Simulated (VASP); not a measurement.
# Cr (P6_3/mmc) in VASP: notebook, part 2 of 2

VASP 6.6.1. Earlier steps stand in the parts before.

**3. Single point, RPBE, collinear spin, antiferromagnetic start (13.61 Å³/atom)**

INCAR reads:

```
ALGO = Normal
EDIFF = 1E-7
ENCUT = 520
GGA = RP
ISIF = 2
ISMEAR = -1
ISPIN = 2
LASPH = T
LCHARG = F
LMAXMIX = 4
LORBIT = 11
LREAL = F
LWAVE = F
MAGMOM = 1.5 1.5 -1.5 -1.5
NBANDS = 36
NELM = 150
PREC = Accurate
SIGMA = 0.05
```

KPOINTS reads:

```
k-points
0
Gamma
  16 16 4
```

POSCAR reads:

```
Cr
1.0
    2.6112835157      0.0000000000      0.0000000000
   -1.3056417579      2.2614378611      0.0000000000
    0.0000000000      0.0000000000      9.2213236762
Cr
4
Direct
    0.0000000000      0.0000000000      1.0000000000
    0.0000000000      0.0000000000      0.5000000000
    0.3333333333      0.6666666667      0.2500000000
    0.6666666667      0.3333333333      0.7500000000
```

Potentials or basis: VASP PAW PBE potentials, release 64 (Cr_pv).

On the command line:

```console
$ cat potpaw_PBE.64/Cr_pv/POTCAR > POTCAR
$ mpirun -np 1 vasp_std > vasp.out
```

Wall time 7.2 min (1 thread of Intel Xeon Platinum 8259CL at 2.50GHz (Skylake/Cascade Lake), shared host); peak memory 0.35 GiB.

It converged, with:

```
Free energy                                           : -34.0293 eV
Pressure                                              : -20.0 GPa
Band gap on the k mesh                                : zero (filled and empty bands overlap)
Net moment                                            : 0.00 μB per cell
Valence electrons inside the program's atomic spheres : Cr 10.78, 10.77 (each value once)
```

Stress tensor (GPa, compression positive):
```
-20.71   0.00   0.00
  0.00 -20.71   0.00
  0.00   0.00 -18.68
```

Levels at points of the mesh, in eV from the Fermi level:
Spin up:
```csv
k point,band 22,band 23,band 24,band 25,band 26,band 27
"(0.00, 0.00, 0.00)",-0.27,-0.27,-0.23,-0.14,-0.14,-0.05
"(0.50, 0.00, 0.00)",-0.29,-0.14,0.78,0.78,1.41,1.89
"(0.00, 0.00, 0.50)",-0.28,-0.28,-0.28,-0.13,-0.13,-0.13
"(0.50, 0.00, 0.50)",0.02,0.12,0.12,0.49,0.49,1.55
```
Spin down:
```tsv
k point	band 21	band 22	band 23	band 24	band 25	band 26	band 27	band 28
(0.00, 0.00, 0.00)	-0.34	-0.27	-0.27	-0.23	-0.14	-0.14	-0.05	-0.05
(0.50, 0.00, 0.00)	-0.70	-0.29	-0.14	0.78	0.78	1.41	1.89	1.91
(0.00, 0.00, 0.50)	-0.28	-0.28	-0.28	-0.28	-0.13	-0.13	-0.13	-0.13
(0.50, 0.00, 0.50)	0.02	0.02	0.12	0.12	0.49	0.49	1.55	1.55
```

Caveat: the cell stands under tension; the PAW data sets were made with another functional, which shifts forces and pressure a little.

**4. Single point, RPBE, collinear spin, ferromagnetic start (13.13 Å³/atom)**

This run uses another cell than the first one, of 13.13 Å³/atom.

INCAR reads:

```
ALGO = Normal
EDIFF = 1E-6
ENCUT = 520
GGA = RP
ISIF = 2
ISMEAR = -1
ISPIN = 2
LASPH = True
LCHARG = False
LMAXMIX = 4
LORBIT = 11
LREAL = False
LWAVE = False
MAGMOM = 1.5 1.5 1.5 1.5
NBANDS = 36
NELM = 150
PREC = Accurate
SIGMA = 0.05
```

KPOINTS is that of step 3.

POSCAR reads:

```
Cr
1.0
    2.5798191319      0.0000000000      0.0000000000
   -1.2899095659      2.2341889054      0.0000000000
    0.0000000000      0.0000000000      9.1102125127
Cr
4
Direct
    0.0000000000      0.0000000000      1.0000000000
    0.0000000000      1.0000000000      0.5000000000
    0.3333333333      0.6666666667      0.2500000000
    0.6666666667      0.3333333333      0.7500000000
```

Potentials or basis: VASP PAW PBE potentials, release 64 (Cr_pv).

On the command line:

```console
$ cat potpaw_PBE.64/Cr_pv/POTCAR > POTCAR
$ mpirun -np 1 vasp_std > vasp.out
```

OUTCAR:

```text
EDIFF = 1E-6
   ENCUT = 520
   GGA = RP
   ISIF = 2
   ISMEAR = -1
   ISPIN = 2
   LASPH = True
   LORBIT = 11
   LREAL = False
   NELM = 150
   PREC = Accurate

 ion  position               nearest neighbor table
   1  0.000  0.000  0.000-   3 2.72   4 2.72   3 2.72   4 2.72   4 2.72   3 2.72
   2  0.000  0.000  0.500-   3 2.72   4 2.72   3 2.72   4 2.72   4 2.72   3 2.72
   3  0.333  0.667  0.250-   1 2.72   2 2.72   1 2.72   2 2.72   1 2.72   2 2.72
   4  0.667  0.333  0.750-   1 2.72   2 2.72   1 2.72   2 2.72   1 2.72   2 2.72

  LATTYP: Found a hexagonal cell.
[... 2108 lines left out ...]
     2.579819132  0.000000000  0.000000000     0.387624073  0.223794863  0.000000000
    -1.289909566  2.234188905  0.000000000     0.000000000  0.447589726  0.000000000
     0.000000000  0.000000000  9.110212513     0.000000000  0.000000000  0.109766924

 POSITION                                       TOTAL-FORCE (eV/Angst)
 -----------------------------------------------------------------------------------
      0.00000      0.00000      0.00000        -0.000000      0.000000      0.000000
      0.00000      0.00000      4.55511        -0.000000      0.000000      0.000000
     -0.00000      1.48946      2.27755        -0.000000      0.000000      0.000000
      1.28991      0.74473      6.83266         0.000000     -0.000000     -0.000000
 -----------------------------------------------------------------------------------
    total drift:                                0.000000     -0.000000      0.000000

  FREE ENERGIE OF THE ION-ELECTRON SYSTEM (eV)
  ---------------------------------------------------
  free  energy   TOTEN  =       -34.2409659799 eV

  energy  without entropy=      -34.1818110843  energy(sigma->0) =      -34.21138853

 total charge

# of ion       s       p       d       tot
------------------------------------------
    1        0.421   6.318   4.099  10.839
    2        0.421   6.318   4.099  10.839
    3        0.421   6.320   4.094  10.835
    4        0.421   6.320   4.094  10.835
--------------------------------------------------
tot          1.684  25.278  16.386  43.348

 magnetization (x)

# of ion       s       p       d       tot
------------------------------------------
    1       -0.000   0.000   0.000   0.000
    2       -0.000   0.000   0.000   0.000
    3       -0.000  -0.000  -0.001  -0.001
    4       -0.000  -0.000  -0.001  -0.001
--------------------------------------------------
tot         -0.000  -0.000  -0.001  -0.001
```

OSZICAR:

```text
N       E                     dE             d eps       ncg     rms          rms(c)
DAV:   1     0.602635788358E+03    0.60264E+03   -0.26693E+04 12984   0.163E+03
DAV:   2    -0.911704434442E+01   -0.61175E+03   -0.58920E+03 13076   0.503E+02
DAV:   3    -0.391373856581E+02   -0.30020E+02   -0.28239E+02 13884   0.129E+02
DAV:   4    -0.397900596824E+02   -0.65267E+00   -0.64878E+00 13856   0.183E+01
[... 12 lines left out ...]
DAV:  17    -0.342409497284E+02   -0.28841E-04   -0.56454E-05 15584   0.741E-02    0.194E-02
DAV:  18    -0.342409620409E+02   -0.12313E-04   -0.56517E-05 14432   0.806E-02    0.100E-02
DAV:  19    -0.342409664608E+02   -0.44199E-05   -0.15510E-05 14296   0.285E-02    0.479E-03
DAV:  20    -0.342409659799E+02    0.48094E-06   -0.10116E-06  7324   0.715E-03
   1 F= -.34240966E+02 E0= -.34211389E+02  d E =-.591549E-01  mag=    -0.0000
```

Wall time 3.8 min (1 thread of Intel Xeon 6975P-C (Granite Rapids), shared host); peak memory 0.34 GiB.

Results:

```yaml
Free_energy: -34.2410 eV
Pressure: -14.8 GPa
Band_gap_on_the_k_mesh: zero (filled and empty bands overlap)
Net_moment: 0.00 μB per cell
Valence_electrons_inside_the_program's_atomic_spheres: Cr 10.84
```

Caveat: the cell stands under tension; the PAW data sets were made with another functional, which shifts forces and pressure a little.

**5. Single point, RPBE, collinear spin, ferromagnetic start**

This run uses another cell than the first one, of 12.15 Å³/atom.

INCAR reads:

```
SYSTEM = Cr
ALGO = Normal ; EDIFF = 1E-6
ENCUT = 520 ; GGA = RP
ISIF = 2 ; ISMEAR = -1
ISPIN = 2 ; LASPH = .TRUE.
LCHARG = .FALSE. ; LMAXMIX = 4
LORBIT = 11 ; LREAL = .FALSE.
LWAVE = .FALSE. ; MAGMOM = 1.5 1.5 1.5 1.5
NBANDS = 36 ; NELM = 150
PREC = Accurate ; SIGMA = 0.05
```

KPOINTS reads:

```
k-points
0
G
  19 19 5
  0 0 0
```

POSCAR reads:

```
Cr
1.0
    2.5144789677      0.0000000000      0.0000000000
   -1.2572394838      2.1776026633      0.0000000000
    0.0000000000      0.0000000000      8.8794743287
Cr
4
Direct
    0.0000000000      0.0000000000      1.0000000000
    0.0000000000      1.0000000000      0.5000000000
    0.3333333333      0.6666666667      0.2500000000
    0.6666666667      0.3333333333      0.7500000000
```

On the command line:

```console
$ cat potpaw_PBE.64/Cr_pv/POTCAR > POTCAR
$ mpirun -np 1 vasp_std > vasp.out
```

Wall time 8.9 min (1 thread of Intel Xeon Platinum 8488C (Sapphire Rapids), shared host); peak memory 0.38 GiB.

It converged, with:

```
Free energy                                           : -34.4358 eV
Pressure                                              : -0.3 GPa
Band gap on the k mesh                                : zero (filled and empty bands overlap)
Net moment                                            : 0.00 μB per cell
Valence electrons inside the program's atomic spheres : Cr 10.98
```

Stress tensor (GPa, compression positive):
```
-0.35  0.00  0.00
 0.00 -0.35  0.00
 0.00  0.00 -0.21
```

Levels at points of the mesh, in eV from the Fermi level:
Spin up:
```
           k point  band 21  band 22  band 23  band 24  band 25  band 26  band 27  band 28
(0.00, 0.00, 0.00)    -0.42    -0.34    -0.34    -0.18    -0.18    -0.16    -0.08    -0.08
```
Spin down:
```csv
k point,band 22,band 23,band 24,band 25,band 26,band 27
"(0.00, 0.00, 0.00)",-0.34,-0.34,-0.18,-0.18,-0.16,-0.08
```

Caveat: the PAW data sets were made with another functional, which shifts forces and pressure a little.

**6. Single point, RPBE, collinear spin, antiferromagnetic start**

This run uses another cell than the first one, of 12.15 Å³/atom.

INCAR reads:

```
ALGO = Normal
EDIFF = 1E-6
ENCUT = 520
GGA = RP
ISIF = 2
ISMEAR = -1
ISPIN = 2
LASPH = T
LCHARG = F
LMAXMIX = 4
LORBIT = 11
LREAL = F
LWAVE = F
MAGMOM = 1.5 1.5 -1.5 -1.5
NBANDS = 36
NELM = 150
PREC = Accurate
SIGMA = 0.05
```

KPOINTS reads:

```
k-points
0
Gamma
  19 19 5
```

POSCAR reads:

```
Cr
1.0
    2.5144790389      0.0000000000      0.0000000000
   -1.2572395194      2.1776027250      0.0000000000
    0.0000000000      0.0000000000      8.8794743868
Cr
4
Direct
    0.0000000000      0.0000000000      1.0000000000
    0.0000000000      0.0000000000      0.5000000000
    0.3333333333      0.6666666667      0.2500000000
    0.6666666667      0.3333333333      0.7500000000
```

Potentials or basis: VASP PAW PBE potentials, release 64 (Cr_pv).

On the command line:

```console
$ cat potpaw_PBE.64/Cr_pv/POTCAR > POTCAR
$ mpirun -np 1 vasp_std > vasp.out
```

Wall time 8.4 min (1 thread of Intel Xeon Platinum 8488C (Sapphire Rapids), shared host); peak memory 0.36 GiB.

The run converged. Its results:

| Property | Result |
| --- | --- |
| Free energy | -34.4358 eV |
| Pressure | -0.3 GPa |
| Band gap on the k mesh | zero (filled and empty bands overlap) |
| Net moment | 0.00 μB per cell |
| Valence electrons inside the program's atomic spheres | Cr 10.98 |

Stress tensor (GPa, compression positive):
```
-0.35  0.00  0.00
 0.00 -0.35  0.00
 0.00  0.00 -0.20
```

Levels at points of the mesh, in eV from the Fermi level:
Spin up:
```tsv
k point	band 22	band 23	band 24	band 25	band 26	band 27
(0.00, 0.00, 0.00)	-0.34	-0.34	-0.18	-0.18	-0.16	-0.08
```
Spin down:
| k point | band 20 | band 21 | band 22 | band 23 | band 24 | band 25 | band 26 | band 27 | band 28 | band 29 |
| --- | --- | --- | --- | --- | --- | --- | --- | --- | --- | --- |
| (0.00, 0.00, 0.00) | -0.42 | -0.42 | -0.34 | -0.34 | -0.18 | -0.18 | -0.16 | -0.08 | -0.08 | 1.12 |

Caveat: the PAW data sets were made with another functional, which shifts forces and pressure a little.
